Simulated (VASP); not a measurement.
BaTiO3:

```
Ba Ti O
1.0
     2.82737    1.63238    2.31839
    -2.82737    1.63238    2.31839
     0.00000   -3.26476    2.31839
Ba Ti O
1 1 3
Cartesian
  0.0000 0.0000 0.0000
  0.0000 0.0000 3.3698
  0.0000 1.6033 2.3988
  -1.3885 -0.8017 2.3988
  1.3885 -0.8017 2.3988
```

```yaml
Program: VASP 6.6.1
Task: relaxation of cell and atoms
Functional: BLYP
Dispersion: D3(BJ)
Potentials_or_basis: VASP PAW PBE potentials, release 64 (Ba_sv, Ti_sv, O)
Cutoff: 600 eV
k_mesh: 4 × 4 × 4
Occupations: gaussian, width 0.01 eV
Spin: no spin polarisation
```

At the start: pressure 4.8 GPa; volume 12.84 Å³/atom.

Q: Where does the relaxation end?

A: Over 7 steps the energy falls by 5.9 meV/atom and the volume is 13.22 Å³/atom (+3.0 %); space group R3m (No. 160, to 0.05 Å).

Step by step:
```tsv
step	energy change (eV)	largest force (eV/Å)	pressure (GPa)	volume (Å³)
1	0.0000	0.2870	4.79	64.20
2	0.0082	0.3740	-4.87	67.83
3	-0.0272	0.1025	0.00	65.86
4	-0.0272	0.1030	0.06	65.82
5	-0.0281	0.0753	0.08	65.89
6	-0.0293	0.0274	0.06	66.03
7	-0.0294	0.0151	0.06	66.10
```

Final structure:
```yaml
crystal:
  lattice:
    - [2.85456, 1.64808, 2.34173]
    - [-2.85456, 1.64808, 2.34173]
    - [0.00000, -3.29617, 2.34173]
  atoms:
    - { symbol: Ba, position: [0.99682, 0.99682, 0.99682] }
    - { symbol: Ti, position: [0.48401, 0.48401, 0.48401] }
    - { symbol: O, position: [0.51011, 0.51011, 0.01815] }
    - { symbol: O, position: [0.01815, 0.51011, 0.51011] }
    - { symbol: O, position: [0.51011, 0.01815, 0.51011] }
```

Caveat: the PAW data sets were made with another functional, which shifts forces and pressure a little.
